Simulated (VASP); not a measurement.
Write the native input for VASP 6.6.1 that does the following.

```
Task                   : single point
Functional             : PBE
Potentials or basis    : VASP PAW PBE potentials, release 64 (Zn)
Cutoff                 : 520 eV
k mesh                 : 22 × 22 × 22
Occupations            : gaussian, width 0.15 eV
Spin                   : no spin polarisation
Dipole correction      : no
Further INCAR settings : ALGO = Fast; EDIFF = 1e-07; NBANDS = 12
```

The structure of Zn lies in POSCAR:

```
Zn
1.0
    0.2736340531      2.1444229306      2.1444229306
    2.1444229306      0.2736340531      2.1444229306
    2.1444229306      2.1444229306      0.2736340531
Zn
1
Direct
    0.0000000000      0.0000000000      0.0000000000
```

One way to write it, as run:

INCAR

```
SYSTEM = Zn
PREC = Accurate
ENCUT = 520
EDIFF = 1E-7
ISMEAR = 0
SIGMA = 0.15
LREAL = .FALSE.
LASPH = .TRUE.
NELM = 100
ALGO = Fast
ISIF = 2
LWAVE = .FALSE.
LCHARG = .FALSE.
GGA = PE
NBANDS = 12
```

KPOINTS

```
regular mesh
0
G
  22 22 22
  0 0 0
```

Potentials or basis: VASP PAW PBE potentials, release 64 (Zn).

Run with:

```sh
$ cat potpaw_PBE.64/Zn/POTCAR > POTCAR
$ mpirun -np 1 vasp_std > vasp.out
```

It gave:

```json
{"Pressure": "-1.4 GPa", "Band gap on the k mesh": "zero (bands 6 and 7 overlap by 5.33 eV)"}
```

It took 92 s on 1 thread of Intel(R) Xeon(R) Platinum 8488C (Sapphire Rapids), on a shared host, peak memory 0.29 GiB.
